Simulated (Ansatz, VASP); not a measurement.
# ZrS: VASP beside Ansatz

INCAR

```
PREC     = Accurate       # precision mode
ENCUT    = 520            # plane-wave cutoff, eV
EDIFF    = 1E-7           # SCF threshold, eV
ISMEAR   = 0              # smearing method
SIGMA    = 0.15           # smearing width, eV
LREAL    = F              # projectors in reciprocal space
LASPH    = T              # aspherical terms in the spheres
NELM     = 60             # most SCF steps
ALGO     = Normal         # electronic algorithm
ISIF     = 2              # what is computed and relaxed
LWAVE    = F              # write WAVECAR
LCHARG   = F              # write CHGCAR
GGA      = PS             # functional
NBANDS   = 16             # bands
```

KPOINTS

```
regular mesh
0
Gamma
  16 16 16
```

POSCAR

```
ZrS
1.0
    0.0000000000      2.5856250000      2.6250000000
    2.6643750000      0.0000000000      2.6250000000
    2.6643750000      2.5856250000      0.0000000000
Zr S
1 1
Direct
    0.0000000000      0.0000000000      0.0000000000
    0.5000000000      0.5000000000      0.5000000000
```

Input for Ansatz:

```yaml
crystal:
  lattice:
    - [0.0, 2.585625, 2.625]
    - [2.664375, 0.0, 2.625]
    - [2.664375, 2.585625, 0.0]
  atoms:
    - { symbol: Zr, position: [0.0, 0.0, 0.0] }
    - { symbol: S, position: [0.5, 0.5, 0.5] }
basis:
  ecutwfc: 420
kpoints:
  mp_grid: { grid: [16, 16, 16] }
hamiltonian:
  xc: pbesol
scf:
  occupations: { method: gaussian, width: 0.15 }
output:
  forces: true
  stress: true
  eigenvalues: true
```

Change from the starting cell: strain +0.0150 x Voigt [1, -1, 0, 0, 0, 0], atoms carried along.

Alike in both runs: task single point; functional PBEsol; k mesh 16 × 16 × 16; occupations gaussian, width 0.15 eV; no spin polarisation.

|  | VASP | Ansatz |
| --- | --- | --- |
| version | VASP 6.6.1 | Ansatz 0.2.0 |
| potentials or method | VASP PAW PBE potentials, release 64 (Zr_sv, S), cutoff 520 eV | scalar-relativistic, plane waves, PAW |
| valence electrons in the cell | 18 | 18 |

VASP gave:

* gap on the k mesh at the Fermi level (eV): none
* pressure (GPa): -6.0
* traceless stress, the component that is largest in VASP (GPa): 3.79

Problem. What did Ansatz give for the same quantities?

Solution. gap on the k mesh at the Fermi level (eV): none; pressure (GPa): -6.2; traceless stress, the component that is largest in VASP (GPa): 3.76.

VASP's potentials were made for PBE, not for PBEsol. A gap of «none» marks a metal or a gap that the smearing closes.
